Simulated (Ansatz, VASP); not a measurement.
**Two plane-wave programs on GaN**

```
Ga N
1.0
     0.00000    2.25350    2.38871
     2.25350    0.00000    2.38871
     2.25350    2.25350    0.00000
Ga N
1 1
Direct
  0.00000 0.00000 0.00000
  0.75000 0.75000 0.75000
```

Change from the starting cell: strain +0.0600 x Voigt [0, 0, 1, 0, 0, 0], atoms carried along.

Alike in both runs: task single point; functional PBE; k mesh 10 × 10 × 10; occupations gaussian, width 0.05 eV; no spin polarisation.

|  | VASP | Ansatz |
| --- | --- | --- |
| version | VASP 6.6.1 | Ansatz 0.2.0 |
| potentials or method | VASP PAW PBE potentials, release 64 (Ga_d, N), cutoff 520 eV | scalar-relativistic, plane waves, PAW |
| valence electrons in the cell | 18 | 18 |

```tsv
	VASP	Ansatz	Ansatz less VASP
gap on the k mesh at the Fermi level (eV)	1.24	1.23	-0.003
least direct gap on the mesh (eV)	1.24	1.23	-0.003
pressure (GPa)	-5.0	-5.1	-0.15
traceless stress, the component that is largest in VASP (GPa)	-5.45	-5.45	-0.003
```

The functional is the same, so the differences come from potentials, cutoffs and numerics.
